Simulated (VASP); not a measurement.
Input of a VASP 6.6.1 run:

The input INCAR:

```
SYSTEM = Ag
  PREC = Accurate
  ENCUT = 600
  EDIFF = 1E-6
  ISMEAR = 0
  SIGMA = 0.1
  LREAL = .FALSE.
  LASPH = .TRUE.
  NELM = 80
  ALGO = Fast
  ISIF = 3
  LWAVE = .FALSE.
  LCHARG = .FALSE.
  GGA = PE
  IBRION = 2
  NSW = 100
  EDIFFG = -0.01
```

The input KPOINTS:

```
Automatic mesh
0
G
  26 26 26
  0 0 0
```

File POSCAR:

```
Ag
1.0
   -1.4761746125      1.4761746125      2.0587295265
    1.4761746125     -1.4761746125      2.0587295265
    1.4761746125      1.4761746125     -2.0587295265
Ag
1
Direct
    0.0000000000      0.0000000000      0.0000000000
```

Potentials or basis: VASP PAW PBE potentials, release 64 (Ag).

Run with:

```console
$ cat potpaw_PBE.64/Ag/POTCAR > POTCAR
$ mpirun -np 1 vasp_std > vasp.out
```

**Question.** Estimate the relaxed cell.

**Answer.** a = 2.932 Å, b = 2.932 Å, c = 2.932 Å, α = 120.03°, β = 120.03°, γ = 89.96°.

**Question.** Estimate the band gap on the k mesh.

**Answer.** Zero (an odd number of electrons rules out a gap without spin polarisation).

Final structure:
```cif
data_structure
_symmetry_space_group_name_H-M 'P 1'
_symmetry_Int_Tables_number 1
_cell_length_a 2.9315
_cell_length_b 2.9315
_cell_length_c 2.9315
_cell_angle_alpha 120.026
_cell_angle_beta 120.026
_cell_angle_gamma 89.955
_cell_volume 17.81
loop_
_atom_site_label
_atom_site_type_symbol
_atom_site_fract_x
_atom_site_fract_y
_atom_site_fract_z
_atom_site_occupancy
Ag1 Ag 0.00000 0.00000 0.00000 1
```
